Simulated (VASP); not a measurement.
# SiC (P6_3mc) in VASP: further runs

The runs below take SiC through single point, with LDA.

Program: VASP 6.6.1. These are calculated values, not measurements. Logs are shortened: lines on timing, memory, paths and dates and some standing lists are left out, and cuts for length are marked.

### 1 The cell of the first run

It takes space group P6_3mc (No. 186, hexagonal). Conventional cell: a = 3.029 Å, b = 3.029 Å, c = 5.105 Å, α = 90.00°, β = 90.00°, γ = 120.00°. Si (site symmetry 3m) has 4 C at 1.69 to 1.95 Å within 2.2 Å. Within 2.2 Å of C (site symmetry 3m) lie 4 Si at 1.69 to 1.95 Å.

### 2 Single point, LDA (c/a of the conventional cell at fixed volume 1.6851)

Contents of INCAR:

```
ALGO     = Normal         # electronic algorithm
EDIFF    = 1E-6           # SCF threshold, eV
ENCUT    = 520            # plane-wave cutoff, eV
ISIF     = 2              # what is computed and relaxed
ISMEAR   = 0              # smearing method
LASPH    = True           # aspherical terms in the spheres
LCHARG   = False          # write CHGCAR
LREAL    = False          # projectors in reciprocal space
LWAVE    = False          # write WAVECAR
NBANDS   = 16             # bands
NELM     = 100            # most SCF steps
PREC     = Accurate       # precision mode
SIGMA    = 0.05           # smearing width, eV
```

Contents of KPOINTS:

```
k-points
0
Gamma
  12 12 6
```

Contents of POSCAR:

```
SiC
1.0
    3.0294870667      0.0000000000      0.0000000000
   -1.5147435334      2.6236127602      0.0000000000
    0.0000000000      0.0000000000      5.1049886560
Si C
2 2
Direct
    0.3333333333      0.6666666667      0.0046041256
    0.6666666667      0.3333333333      0.5046041256
    0.3333333333      0.6666666667      0.3355409659
    0.6666666667      0.3333333333      0.8355409659
```

Potentials or basis: VASP PAW LDA potentials, release 64 (Si, C).

On the command line:

```
$ cat potpaw_LDA.64/Si/POTCAR potpaw_LDA.64/C/POTCAR > POTCAR
$ mpirun -np 1 vasp_std > vasp.out
```

OUTCAR:

```text
EDIFF = 1E-6
   ENCUT = 520
   ISIF = 2
   ISMEAR = 0
   LASPH = True
   LREAL = False
   NELM = 100
   PREC = Accurate

 ion  position               nearest neighbor table
   1  0.333  0.667  0.005-   3 1.69   4 1.95   4 1.95   4 1.95   2 3.09   2 3.09   2 3.09   2 3.09
                             2 3.09   2 3.09
   2  0.667  0.333  0.505-   4 1.69   3 1.95   3 1.95   3 1.95   1 3.09   1 3.09   1 3.09   1 3.09
                             1 3.09   1 3.09
   3  0.333  0.667  0.336-   1 1.69   2 1.95   2 1.95   2 1.95
   4  0.667  0.333  0.836-   2 1.69   1 1.95   1 1.95   1 1.95

  LATTYP: Found a hexagonal cell.
 ALAT       =     3.0294870667
 C/A-ratio  =     1.6851000000

  Lattice vectors:

 A1 = (   3.0294870667,   0.0000000000,   0.0000000000)
 A2 = (  -1.5147435334,   2.6236127602,   0.0000000000)
 A3 = (   0.0000000000,   0.0000000000,   5.1049886560)

Analysis of symmetry for initial positions (statically):
=====================================================================
 Subroutine PRICEL returns:
 Original cell was already a primitive cell.

 Routine SETGRP: Setting up the symmetry group for a
 hexagonal supercell.

 Subroutine GETGRP returns: Found 12 space group operations
 (whereof  6 operations were pure point group operations)
 out of a pool of 24 trial point group operations.

The static configuration has the point symmetry C_3v.
 The point group associated with its full space group is C_6v.

Analysis of symmetry for dynamics (positions and initial velocities):
=====================================================================
 Subroutine PRICEL returns:
 Original cell was already a primitive cell.

 Routine SETGRP: Setting up the symmetry group for a
 hexagonal supercell.

 Subroutine GETGRP returns: Found 12 space group operations
 (whereof  6 operations were pure point group operations)
 out of a pool of 24 trial point group operations.

The dynamic configuration has the point symmetry C_3v.
 The point group associated with its full space group is C_6v.

 Subroutine INISYM returns: Found 12 space group operations
 (whereof  6 operations are pure point group operations),
 and found     1 'primitive' translations

[... 92 lines left out ...]
   ISPIN  =      1    spin polarized calculation?
   LNONCOLLINEAR =      F non collinear calculations
   LSORBIT =      F    spin-orbit coupling
   LASPH  =      T    aspherical Exc in radial PAW
   ENCUT  =  520.0 eV  38.22 Ry    6.18 a.u.   5.63  5.63  9.49*2*pi/ulx,y,z
   NELM   =    100;   NELMIN=  2; NELMDL= -5     # of ELM steps
   EDIFF  = 0.1E-05   stopping-criterion for ELM
   LREAL  =      F    real-space projection
   EDIFFG = 0.1E-04   stopping-criterion for IOM
   NSW    =      0    number of steps for IOM
   IBRION =     -1    ionic relax: 0-MD 1-quasi-New 2-CG
   NFREE  =      0    steps in history (QN), initial steepest desc. (CG)
   ISIF   =      2    stress and relaxation
   ISYM   =      2    0-nonsym 1-usesym 2-fastsym
   POTIM  = 0.5000    time-step for ionic-motion
   TEBEG  =    0.0;   TEEND  =   0.0 temperature during run
   PSTRESS=    0.0 pullay stress
   NELECT =      16.0000    total number of electrons
   NUPDOWN=      -1.0000    fix difference up-down
   EMIN   =  10.00;   EMAX   =-10.00  energy-range for DOS
   EFERMI =   0.00;   METHOD = LEGACY
   ISMEAR =     0;   SIGMA  =   0.05  broadening in eV -4-tet -1-fermi 0-gaus
   EFERMI_NEDOS =   21; number of points for ismear=-14 and -15
   IALGO  =     38    algorithm
   IMIX   =      4    mixing-type and parameters
     AMIX     =   0.40;   BMIX     =  1.00
     AMIX_MAG =   1.60;   BMIX_MAG =  1.00
  volume/ion in A,a.u.               =      10.14        68.45
  Fermi-wavevector in a.u.,A,eV,Ry     =   1.200495  2.268606 19.608550  1.441188
  Thomas-Fermi vector in A             =   2.336329
   LORBIT       =      0    0 simple, 1 ext, 2 COOP (PROOUT), +10 PAW based schemes
   GGA     = CA    functional components
   LHFCALC =     F    Hartree Fock is set to
   AEXX    =    0.0000 exact exchange contribution
   IVDW    =     0    specifies the selected vdW correction
   LEPSILON=     F    determine dielectric tensor
   LRPA    =     F    only Hartree local field effects (RPA)
 non-spin polarized calculation
 Gauss-broadening in eV      SIGMA  =   0.05
  energy-cutoff  :      520.00
  volume of cell :       40.58
 maximum number of plane-waves:      1117
 NGX is ok and might be reduce to    24
   NGX = 11   NGY = 11   NGZ = 19

 number of electron      15.9999997 magnetization

 Free energy of the ion-electron system (eV)
  ---------------------------------------------------
  ext. energy  EPLUGINS =         0.00000000
  ---------------------------------------------------
  free energy    TOTEN  =       -32.15156780 eV

  energy without entropy =      -32.15156780  energy(sigma->0) =      -32.15156780

 E-fermi :   9.2339     XC(G=0): -11.6445

 val. band max:        9.0322056073   @ k =   0.0000   0.0000   0.0000
 cond. band min:       9.4276878616   @ k =   0.3333   0.3333   0.0000
 fundamental gap:      0.3954822544
 Fermi energy:         9.2339414377

 k-point     1 :       0.0000    0.0000    0.0000
  band No.  band energies     occupation
      1      -7.1998      2.00000
      2      -3.3783      2.00000
      3      -1.2331      2.00000
      4       6.8880      2.00000
      5       7.6681      2.00000
      6       7.6681      2.00000
[... 433 lines left out ...]
      3       0.7661      2.00000
      4       2.6302      2.00000
      5       3.8878      2.00000
      6       6.0174      2.00000
[... 8 lines left out ...]
     15      19.7053      0.00000
     16      20.7339      0.00000

 [... further k-points ...]
[... 5 lines left out ...]
  --------------------------------------------------------------------------------------
  -------------------------------------------------------------------------------------
  Total       -0.5968482     -0.5968482      5.4357957      0.0000000      0.0000000     -0.0000000
  in kB      -23.5673544    -23.5673544    214.6397193      0.0000000      0.0000000     -0.0000000
  external PRESSURE =      55.8350035 kB  Pullay stress =       0.0000000 kB

 VOLUME and BASIS-vectors are now :
 -----------------------------------------------------------------------------
  energy-cutoff  :      520.00
  volume of cell :       40.58
      direct lattice vectors                 reciprocal lattice vectors
     3.029487067  0.000000000  0.000000000     0.330088882  0.190576905  0.000000000
    -1.514743533  2.623612760  0.000000000     0.000000000  0.381153810  0.000000000
     0.000000000  0.000000000  5.104988656     0.000000000  0.000000000  0.195886821

 POSITION                                       TOTAL-FORCE (eV/Angst)
 -----------------------------------------------------------------------------------
     -0.00000      1.74908      0.02350        -0.000000      0.000000     -5.809505
      1.51474      0.87454      2.57600         0.000000      0.000000     -5.809505
     -0.00000      1.74908      1.71293        -0.000000      0.000000      5.809505
      1.51474      0.87454      4.26543         0.000000     -0.000000      5.809505
 -----------------------------------------------------------------------------------
    total drift:                               -0.000000      0.000000      0.000051

  FREE ENERGIE OF THE ION-ELECTRON SYSTEM (eV)
  ---------------------------------------------------
  free  energy   TOTEN  =       -32.1515677971 eV

  energy  without entropy=      -32.1515677970  energy(sigma->0) =      -32.15156780
```

OSZICAR:

```text
N       E                     dE             d eps       ncg     rms          rms(c)
DAV:   1     0.237601794607E+02    0.23760E+02   -0.72247E+03  2432   0.897E+02
DAV:   2    -0.340626665353E+02   -0.57823E+02   -0.52812E+02  3392   0.159E+02
DAV:   3    -0.366212418107E+02   -0.25586E+01   -0.25482E+01  3336   0.311E+01
DAV:   4    -0.366410686466E+02   -0.19827E-01   -0.19824E-01  2888   0.341E+00
DAV:   5    -0.366412658764E+02   -0.19723E-03   -0.19723E-03  3264   0.319E-01    0.136E+01
DAV:   6    -0.323045583210E+02    0.43367E+01   -0.76279E+00  3032   0.173E+01    0.614E+00
DAV:   7    -0.321990304774E+02    0.10553E+00   -0.12326E+00  3448   0.659E+00    0.256E+00
DAV:   8    -0.321574106799E+02    0.41620E-01   -0.64027E-02  2848   0.156E+00    0.758E-01
DAV:   9    -0.321515181136E+02    0.58926E-02   -0.80728E-03  2984   0.631E-01    0.126E-01
DAV:  10    -0.321515640638E+02   -0.45950E-04   -0.64201E-04  2960   0.162E-01    0.680E-02
DAV:  11    -0.321515694458E+02   -0.53820E-05   -0.22160E-05  3192   0.339E-02    0.200E-02
DAV:  12    -0.321515682821E+02    0.11638E-05   -0.56976E-06  2896   0.161E-02    0.118E-02
DAV:  13    -0.321515677971E+02    0.48500E-06   -0.18432E-06  2568   0.878E-03
   1 F= -.32151568E+02 E0= -.32151568E+02  d E =-.252435E-10
```

Wall time 48 s (1 thread of Intel Xeon 8259CL, shared host); peak memory 0.16 GiB.

What came out:

- Free energy: -32.1516 eV
- Pressure: 5.6 GPa
- Largest force: 5.810 eV/Å
- Band gap on the k mesh: 0.40 eV, indirect (least direct gap 3.53 eV)

Forces in eV/Å, atoms in the order of the input:
```
Si   0.000  0.000 -5.810
Si   0.000  0.000 -5.810
C    0.000  0.000  5.810
C    0.000  0.000  5.810
```

Stress tensor (GPa, compression positive):
```
-2.36  0.00  0.00
 0.00 -2.36  0.00
 0.00  0.00 21.46
```

Levels at points of the mesh, in eV from the valence-band top:
```tsv
k point	band 6	band 7	band 8	band 9	band 10	band 11
(0.00, 0.00, 0.00)	-1.36	0.00	0.00	4.85	5.34	6.35
(0.50, 0.00, 0.00)	-4.83	-3.50	-1.13	2.48	2.53	5.49
(0.00, 0.00, 0.50)	-0.74	-0.74	-0.74	5.85	5.85	7.09
(0.50, 0.00, 0.50)	-3.64	-2.56	-2.56	2.27	2.27	4.96
```

Caveat: forces of over 1 eV/Å act on the atoms, so gaps and moduli don't describe the material at rest. A k mesh can miss the band edges.

### 3 Single point, LDA (c/a of the conventional cell at fixed volume 1.5975)

Contents of INCAR:

```
SYSTEM = SiC
  PREC = Accurate
  ENCUT = 520
  EDIFF = 1E-7
  ISMEAR = 0
  SIGMA = 0.05
  LREAL = .False.
  LASPH = .True.
  NELM = 80
  ALGO = Normal
  ISIF = 2
  LWAVE = .False.
  LCHARG = .False.
  NBANDS = 16
```

Contents of KPOINTS:

```
Automatic mesh
0
Gamma
  12 12 6
  0 0 0
```

Contents of POSCAR:

```
SiC
1.0
    3.0838793107      0.0000000000      0.0000000000
   -1.5419396554      2.6707178252      0.0000000000
    0.0000000000      0.0000000000      4.9264971988
Si C
2 2
Direct
    0.3333333333      0.6666666667      0.0046041256
    0.6666666667      0.3333333333      0.5046041256
    0.3333333333      0.6666666667      0.4252507829
    0.6666666667      0.3333333333      0.9252507829
```

Potentials or basis: VASP PAW LDA potentials, release 64 (Si, C).

On the command line:

```
$ cat potpaw_LDA.64/Si/POTCAR potpaw_LDA.64/C/POTCAR > POTCAR
$ mpirun -np 1 vasp_std > vasp.out
```

OUTCAR:

```text
SYSTEM = SiC
   PREC = Accurate
   ENCUT = 520
   EDIFF = 1E-7
   ISMEAR = 0
   LREAL = .False.
   LASPH = .True.
   NELM = 80
   ISIF = 2

 ion  position               nearest neighbor table
   1  0.333  0.667  0.005-   4 1.82   4 1.82   4 1.82   3 2.07   2 3.04   2 3.04   2 3.04   2 3.04
                             2 3.04   2 3.04
   2  0.667  0.333  0.505-   3 1.82   3 1.82   3 1.82   4 2.07   1 3.04   1 3.04   1 3.04   1 3.04
                             1 3.04   1 3.04
   3  0.333  0.667  0.425-   2 1.82   2 1.82   2 1.82   1 2.07
   4  0.667  0.333  0.925-   1 1.82   1 1.82   1 1.82   2 2.07

[... 661 lines left out ...]
  -------------------------------------------------------------------------------------
  Total        1.0369874      1.0369874     -0.4504152     -0.0000000     -0.0000000      0.0000000
  in kB       40.9468442     40.9468442    -17.7852493     -0.0000000     -0.0000000      0.0000000
  external PRESSURE =      21.3694797 kB  Pullay stress =       0.0000000 kB

 VOLUME and BASIS-vectors are now :
 -----------------------------------------------------------------------------
  energy-cutoff  :      520.00
  volume of cell :       40.58
      direct lattice vectors                 reciprocal lattice vectors
     3.083879311  0.000000000  0.000000000     0.324266905  0.187215585  0.000000000
    -1.541939655  2.670717825  0.000000000     0.000000000  0.374431170  0.000000000
     0.000000000  0.000000000  4.926497199     0.000000000  0.000000000  0.202983978

 POSITION                                       TOTAL-FORCE (eV/Angst)
 -----------------------------------------------------------------------------------
     -0.00000      1.78048      0.02268        -0.000000      0.000000      2.246526
      1.54194      0.89024      2.48593         0.000000     -0.000000      2.246526
     -0.00000      1.78048      2.09500        -0.000000      0.000000     -2.246526
      1.54194      0.89024      4.55825         0.000000     -0.000000     -2.246526
 -----------------------------------------------------------------------------------
    total drift:                               -0.000000      0.000000     -0.000305

  FREE ENERGIE OF THE ION-ELECTRON SYSTEM (eV)
  ---------------------------------------------------
  free  energy   TOTEN  =       -32.6780486195 eV

  energy  without entropy=      -32.6780486195  energy(sigma->0) =      -32.67804862
```

OSZICAR:

```text
N       E                     dE             d eps       ncg     rms          rms(c)
DAV:   1     0.237154148401E+02    0.23715E+02   -0.72196E+03  2432   0.899E+02
DAV:   2    -0.344130221412E+02   -0.58128E+02   -0.53145E+02  3464   0.161E+02
DAV:   3    -0.370360352974E+02   -0.26230E+01   -0.26124E+01  3184   0.312E+01
DAV:   4    -0.370565489136E+02   -0.20514E-01   -0.20509E-01  3008   0.342E+00
DAV:   5    -0.370567620009E+02   -0.21309E-03   -0.21308E-03  3176   0.326E-01    0.134E+01
DAV:   6    -0.328361304338E+02    0.42206E+01   -0.73765E+00  3104   0.169E+01    0.610E+00
DAV:   7    -0.327244934711E+02    0.11164E+00   -0.12670E+00  3488   0.662E+00    0.251E+00
DAV:   8    -0.326838650252E+02    0.40628E-01   -0.66640E-02  2760   0.156E+00    0.722E-01
DAV:   9    -0.326779730623E+02    0.58920E-02   -0.83242E-03  3232   0.631E-01    0.116E-01
DAV:  10    -0.326780432299E+02   -0.70168E-04   -0.63961E-04  2840   0.159E-01    0.651E-02
DAV:  11    -0.326780501523E+02   -0.69224E-05   -0.21089E-05  3272   0.341E-02    0.171E-02
DAV:  12    -0.326780492897E+02    0.86258E-06   -0.55799E-06  3136   0.148E-02    0.835E-03
DAV:  13    -0.326780485912E+02    0.69853E-06   -0.16604E-06  3176   0.805E-03    0.139E-03
DAV:  14    -0.326780486195E+02   -0.28305E-07   -0.13564E-07  1816   0.253E-03
   1 F= -.32678049E+02 E0= -.32678049E+02  d E =-.919125E-18
```

stdout:

```text
POSCAR found type information on POSCAR SiC
 POSCAR found :  2 types and       4 ions
 scaLAPACK will be used
 LDA part: xc-table for (Slater(with rela. corr.)+CA(PZ))
 , standard interpolation
 POSCAR, INCAR and KPOINTS ok, starting setup
 FFT: planning ... GRIDC
 FFT: planning ... GRID_SOFT
 FFT: planning ... GRID
 WAVECAR not read
 entering main loop
```

Run time: 55 s. Hardware: 1 thread of Intel Xeon 8259CL, shared host; peak memory 0.16 GiB.

Results:

```
Free energy            : -32.6780 eV
Pressure               : 2.1 GPa
Largest force          : 2.247 eV/Å
Band gap on the k mesh : 1.16 eV, indirect (least direct gap 3.22 eV)
```

Forces in eV/Å, atoms in the order of the input:
```
Si   0.000  0.000  2.247
Si   0.000  0.000  2.247
C    0.000  0.000 -2.247
C    0.000  0.000 -2.247
```

Stress tensor (GPa, compression positive):
```
 4.09  0.00  0.00
 0.00  4.09  0.00
 0.00  0.00 -1.78
```

Caveat: forces of over 1 eV/Å act on the atoms, so gaps and moduli don't describe the material at rest. A k mesh can miss the band edges.

(Part 1 of 2 ends here.)
